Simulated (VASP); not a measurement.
# Mo (P6/mmm) in VASP: a series of runs, part 2 of 2

VASP 6.6.1. The steps go on from the part before.

### Step 5. Single point, LDA (strain +0.015 along x and y, +0.015 along z)

File INCAR:

```
PREC     = Accurate       # precision mode
ENCUT    = 520            # plane-wave cutoff, eV
EDIFF    = 1E-7           # SCF threshold, eV
ISMEAR   = 0              # smearing method
SIGMA    = 0.15           # smearing width, eV
LREAL    = False          # projectors in reciprocal space
LASPH    = True           # aspherical terms in the spheres
NELM     = 80             # most SCF steps
ALGO     = Fast           # electronic algorithm
ISIF     = 2              # what is computed and relaxed
LWAVE    = False          # write WAVECAR
LCHARG   = False          # write CHGCAR
NBANDS   = 13             # bands
```

File KPOINTS:

```
Automatic mesh
0
Gamma
  18 18 18
```

File POSCAR:

```
Mo
1.0
    2.7765430532      0.0000000000      0.0000000000
   -1.3882715266      2.4045568187      0.0000000000
    0.0000000000      0.0000000000      2.5935084105
Mo
1
Direct
    0.0000000000      0.0000000000      0.5000000000
```

Potentials or basis: VASP PAW LDA potentials, release 64 (Mo_sv).

The run is started by

```sh
cat potpaw_LDA.64/Mo_sv/POTCAR > POTCAR
mpirun -np 1 vasp_std > vasp.out
```

OUTCAR:

```text
PREC = Accurate
   ENCUT = 520
   EDIFF = 1E-7
   ISMEAR = 0
   LREAL = False
   LASPH = True
   NELM = 80
   ISIF = 2

 ion  position               nearest neighbor table
   1  0.000  0.000  0.500-

  LATTYP: Found a hexagonal cell.
 ALAT       =     2.7765430532
 C/A-ratio  =     0.9340782263

  Lattice vectors:

 A1 = (   2.7765430532,   0.0000000000,   0.0000000000)
 A2 = (  -1.3882715266,   2.4045568187,   0.0000000000)
 A3 = (   0.0000000000,   0.0000000000,   2.5935084105)

Analysis of symmetry for initial positions (statically):
=====================================================================
 Subroutine PRICEL returns:
 Original cell was already a primitive cell.

 Routine SETGRP: Setting up the symmetry group for a
 hexagonal supercell.

 Subroutine GETGRP returns: Found 24 space group operations
 (whereof 24 operations were pure point group operations)
 out of a pool of 24 trial point group operations.

The static configuration has the point symmetry D_6h.

Analysis of symmetry for dynamics (positions and initial velocities):
=====================================================================
 Subroutine PRICEL returns:
[... 162 lines left out ...]
 Fermi energy:        10.7367415398

 k-point     1 :       0.0000    0.0000    0.0000
  band No.  band energies     occupation
      1     -49.9306      2.00000
      2     -23.4756      2.00000
      3     -23.4756      2.00000
      4     -23.4312      2.00000
      5       4.1283      2.00000
      6       6.6751      2.00000
      7       9.9125      2.00000
      8       9.9125      2.00000
      9      14.5935      0.00000
     10      14.5935      0.00000
     11      23.7548      0.00000
     12      26.0959      0.00000
     13      30.7023      0.00000
[... 354 lines left out ...]
  band No.  band energies     occupation
      1     -49.7378      2.00000
      2     -24.6159      2.00000
      3     -23.8429      2.00000
      4     -23.2949      2.00000
      5       6.5618      2.00000
      6       7.7411      2.00000
      7      10.7974      0.56741
      8      11.8302      0.00000
      9      13.7290      0.00000
     10      15.4199      0.00000
     11      20.3377      0.00000
     12      22.9852      0.00000
     13      27.8935      0.00000

 [... further k-points ...]
[... 5 lines left out ...]
  --------------------------------------------------------------------------------------
  -------------------------------------------------------------------------------------
  Total       -1.4417623     -1.4417623     -2.1544141      0.0000000      0.0000000      0.0000000
  in kB     -133.4065458   -133.4065458   -199.3483472      0.0000000      0.0000000      0.0000000
  external PRESSURE =    -155.3871462 kB  Pullay stress =       0.0000000 kB

 VOLUME and BASIS-vectors are now :
 -----------------------------------------------------------------------------
  energy-cutoff  :      520.00
  volume of cell :       17.32
      direct lattice vectors                 reciprocal lattice vectors
     2.776543053  0.000000000  0.000000000     0.360160091  0.207938526  0.000000000
    -1.388271527  2.404556819  0.000000000     0.000000000  0.415877052  0.000000000
     0.000000000  0.000000000  2.593508411     0.000000000  0.000000000  0.385578083

 POSITION                                       TOTAL-FORCE (eV/Angst)
 -----------------------------------------------------------------------------------
      0.00000      0.00000      1.29675         0.000000      0.000000      0.000000
 -----------------------------------------------------------------------------------
    total drift:                                0.000000      0.000000     -0.000000

  FREE ENERGIE OF THE ION-ELECTRON SYSTEM (eV)
  ---------------------------------------------------
  free  energy   TOTEN  =       -11.1741849827 eV

  energy  without entropy=      -11.1640610696  energy(sigma->0) =      -11.16912303
```

OSZICAR:

```text
N       E                     dE             d eps       ncg     rms          rms(c)
DAV:   1     0.115004839447E+03    0.11500E+03   -0.89654E+03  9702   0.111E+03
DAV:   2    -0.102309120845E+02   -0.12524E+03   -0.12105E+03 10465   0.337E+02
DAV:   3    -0.117411931942E+02   -0.15103E+01   -0.15047E+01 11380   0.390E+01
DAV:   4    -0.117459894882E+02   -0.47963E-02   -0.47958E-02 10740   0.243E+00
DAV:   5    -0.117460303842E+02   -0.40896E-04   -0.40897E-04 11605   0.193E-01    0.125E+01
RMM:   6    -0.112404232371E+02    0.50561E+00   -0.61319E-01  9626   0.735E+00    0.336E+00
RMM:   7    -0.111785854593E+02    0.61838E-01   -0.13404E-01  9840   0.324E+00    0.816E-01
RMM:   8    -0.111742667098E+02    0.43187E-02   -0.89220E-03 10600   0.109E+00    0.151E-01
RMM:   9    -0.111741692522E+02    0.97458E-04   -0.11132E-03 10736   0.353E-01    0.470E-02
RMM:  10    -0.111741841186E+02   -0.14866E-04   -0.12355E-04 10834   0.133E-01    0.166E-02
RMM:  11    -0.111741843211E+02   -0.20246E-06   -0.40622E-05 10942   0.723E-02    0.569E-03
RMM:  12    -0.111741848197E+02   -0.49864E-06   -0.67677E-06 10977   0.314E-02    0.133E-03
RMM:  13    -0.111741850182E+02   -0.19853E-06   -0.18701E-06 10549   0.141E-02    0.191E-03
RMM:  14    -0.111741849827E+02    0.35535E-07   -0.46547E-07  9464   0.809E-03
   1 F= -.11174185E+02 E0= -.11169123E+02  d E =-.101239E-01
```

stdout:

```text
POSCAR found type information on POSCAR Mo
 POSCAR found :  1 types and       1 ions
 scaLAPACK will be used
 LDA part: xc-table for (Slater(with rela. corr.)+CA(PZ))
 , standard interpolation
 POSCAR, INCAR and KPOINTS ok, starting setup
 FFT: planning ... GRIDC
 FFT: planning ... GRID_SOFT
 FFT: planning ... GRID
 WAVECAR not read
 entering main loop
```

Wall time 25 s (1 thread of Intel Xeon 6975P-C (Granite Rapids), shared host); peak memory 0.18 GiB.

What came out:

```
Free energy            : -11.1742 eV
Pressure               : -15.5 GPa
Band gap on the k mesh : zero (band 7 reaches 11.67 eV, above the bottom of band 8 at 9.91 eV)
```

Stress tensor (GPa, compression positive):
```
-13.34   0.00   0.00
  0.00 -13.34   0.00
  0.00   0.00 -19.93
```

Levels at points of the mesh, in eV from the Fermi level:
| k point | band 3 | band 4 | band 5 | band 6 | band 7 | band 8 | band 9 | band 10 | band 11 | band 12 |
| --- | --- | --- | --- | --- | --- | --- | --- | --- | --- | --- |
| (0.00, 0.00, 0.00) | -34.21 | -34.17 | -6.61 | -4.06 | -0.82 | -0.82 | 3.86 | 3.86 | 13.02 | 15.36 |
| (0.50, 0.00, 0.00) | -34.50 | -34.03 | -4.65 | -2.99 | 0.93 | 1.02 | 3.23 | 4.18 | 9.61 | 13.08 |
| (0.00, 0.00, 0.50) | -34.07 | -34.07 | -3.62 | -0.06 | -0.06 | 0.07 | 0.76 | 0.76 | 9.50 | 16.00 |
| (0.50, 0.00, 0.50) | -35.21 | -34.34 | -4.99 | -3.20 | -0.42 | 4.50 | 5.71 | 6.29 | 6.89 | 15.79 |

Caveat: the cell differs from its parent crystal (strain +0.015 along x and y, +0.015 along z).

### Step 6. Single point, LDA (strain +0.030 along x and y, +0.000 along z)

File INCAR:

```
SYSTEM = Mo
PREC = Accurate
ENCUT = 520
EDIFF = 1E-7
ISMEAR = 0
SIGMA = 0.15
LREAL = .FALSE.
LASPH = .TRUE.
NELM = 100
ALGO = Normal
ISIF = 2
LWAVE = .FALSE.
LCHARG = .FALSE.
GGA = CA
NBANDS = 13
```

File KPOINTS:

```
Automatic mesh
0
G
  18 18 18
  0 0 0
```

File POSCAR:

```
Mo
1.0
    2.8175757091      0.0000000000      0.0000000000
   -1.4087878546      2.4400921412      0.0000000000
    0.0000000000      0.0000000000      2.5551807000
Mo
1
Direct
    0.0000000000      0.0000000000      0.5000000000
```

Potentials or basis: VASP PAW LDA potentials, release 64 (Mo_sv).

The run is started by

```sh
cat potpaw_LDA.64/Mo_sv/POTCAR > POTCAR
mpirun -np 1 vasp_std > vasp.out
```

OUTCAR:

```text
SYSTEM = Mo
   PREC = Accurate
   ENCUT = 520
   EDIFF = 1E-7
   ISMEAR = 0
   LREAL = .FALSE.
   LASPH = .TRUE.
   NELM = 100
   ISIF = 2
   GGA = CA

 ion  position               nearest neighbor table
   1  0.000  0.000  0.500-

  LATTYP: Found a hexagonal cell.
 ALAT       =     2.8175757091
 C/A-ratio  =     0.9068720644

  Lattice vectors:

 A1 = (   2.8175757091,   0.0000000000,   0.0000000000)
 A2 = (  -1.4087878546,   2.4400921412,   0.0000000000)
 A3 = (   0.0000000000,   0.0000000000,   2.5551807000)

[... 555 lines left out ...]
      6       7.3886      2.00000
      7      10.4320      1.22828
      8      11.9567      0.00000
      9      13.6425      0.00000
     10      14.9279      0.00000
     11      19.6775      0.00000
     12      22.4126      0.00000
     13      27.8848      0.00000

 [... further k-points ...]
[... 5 lines left out ...]
  --------------------------------------------------------------------------------------
  -------------------------------------------------------------------------------------
  Total       -1.9644925     -1.9644925     -1.9603636      0.0000000     -0.0000000      0.0000000
  in kB     -179.1667913   -179.1667913   -178.7902285      0.0000000     -0.0000000      0.0000000
  external PRESSURE =    -179.0412704 kB  Pullay stress =       0.0000000 kB

 VOLUME and BASIS-vectors are now :
 -----------------------------------------------------------------------------
  energy-cutoff  :      520.00
  volume of cell :       17.57
      direct lattice vectors                 reciprocal lattice vectors
     2.817575709  0.000000000  0.000000000     0.354915042  0.204910295  0.000000000
    -1.408787855  2.440092141  0.000000000     0.000000000  0.409820590  0.000000000
     0.000000000  0.000000000  2.555180700     0.000000000  0.000000000  0.391361754

 POSITION                                       TOTAL-FORCE (eV/Angst)
 -----------------------------------------------------------------------------------
      0.00000      0.00000      1.27759         0.000000      0.000000      0.000000
 -----------------------------------------------------------------------------------
    total drift:                                0.000000      0.000000     -0.000000

  FREE ENERGIE OF THE ION-ELECTRON SYSTEM (eV)
  ---------------------------------------------------
  free  energy   TOTEN  =       -11.1546342778 eV

  energy  without entropy=      -11.1424237682  energy(sigma->0) =      -11.14852902
```

stdout:

```text
POSCAR found type information on POSCAR Mo
 POSCAR found :  1 types and       1 ions
 scaLAPACK will be used
 LDA part: xc-table for (Slater(with rela. corr.)+CA(PZ))
 , standard interpolation
 POSCAR, INCAR and KPOINTS ok, starting setup
 FFT: planning ... GRIDC
 FFT: planning ... GRID_SOFT
 FFT: planning ... GRID
 WAVECAR not read
 entering main loop
```

Wall time 19 s (1 thread of Intel Xeon 6975P-C (Granite Rapids), shared host); peak memory 0.18 GiB.

What came out:

```yaml
Free_energy: -11.1546 eV
Pressure: -17.9 GPa
Band_gap_on_the_k_mesh: zero (band 7 reaches 11.37 eV, above the bottom of band 8 at 9.67 eV)
```

Levels at points of the mesh, in eV from the Fermi level:
| k point | band 4 | band 5 | band 6 | band 7 | band 8 | band 9 | band 10 | band 11 |
| --- | --- | --- | --- | --- | --- | --- | --- | --- |
| (0.00, 0.00, 0.00) | -34.02 | -6.49 | -3.99 | -0.79 | -0.79 | 3.94 | 3.94 | 12.85 |
| (0.50, 0.00, 0.00) | -33.90 | -4.48 | -3.07 | 0.91 | 1.35 | 3.39 | 3.94 | 9.18 |
| (0.00, 0.00, 0.50) | -34.07 | -3.34 | 0.07 | 0.07 | 0.35 | 0.50 | 0.50 | 10.03 |
| (0.50, 0.00, 0.50) | -34.31 | -4.88 | -2.88 | -0.60 | 4.32 | 5.81 | 6.43 | 6.85 |

Caveat: the cell differs from its parent crystal (strain +0.030 along x and y, +0.000 along z).

### Step 7. Summary

| cell | gap on the mesh (eV) | pressure (GPa) |
| --- | --- | --- |
| a = 2.818, b = 2.818, c = 2.479 Å, angles 90.0, 90.0, 120.0°, 1 atom | none | -12.2 |
| a = 2.777, b = 2.777, c = 2.555 Å, angles 90.0, 90.0, 120.0°, 1 atom | none | -13.0 |
| a = 2.818, b = 2.818, c = 2.517 Å, angles 90.0, 90.0, 120.0°, 1 atom | none | -15.2 |
| a = 2.777, b = 2.777, c = 2.594 Å, angles 90.0, 90.0, 120.0°, 1 atom | none | -15.5 |
| a = 2.818, b = 2.818, c = 2.555 Å, angles 90.0, 90.0, 120.0°, 1 atom | none | -17.9 |

Alike in all rows: task single point; level LDA; potentials or basis VASP PAW LDA potentials, release 64 (Mo_sv); no spin polarisation; k mesh 18 × 18 × 18; cutoff (eV) 520; smearing gaussian 0.15 eV.

Absolute energies hang on the potentials; compare differences alone.
